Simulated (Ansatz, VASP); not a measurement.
## Two plane-wave programs on Mo

```
Mo
1.0
    -1.57642    1.57642    1.57642
     1.57642   -1.57642    1.57642
     1.57642    1.57642   -1.57642
Mo
1
Direct
  0.00000 0.00000 0.00000
```

Alike in both runs: task single point; functional r2SCAN; k mesh 14 × 14 × 14; occupations gaussian, width 1 eV; no spin polarisation.

```csv
,VASP,Ansatz
version,VASP 6.6.1,Ansatz 0.2.0
potentials or method,"VASP PAW PBE potentials, release 64 (Mo_sv), cutoff 520 eV","plane waves (500 eV) with PAW, scalar-relativistic"
valence electrons in the cell,14,14
```

```csv
,VASP,Ansatz,Ansatz less VASP
pressure (GPa),1.9,0.7,-1.12
```

VASP's potentials were made for PBE, not for r2SCAN. The functional is the same, so the differences come from potentials, cutoffs and numerics.
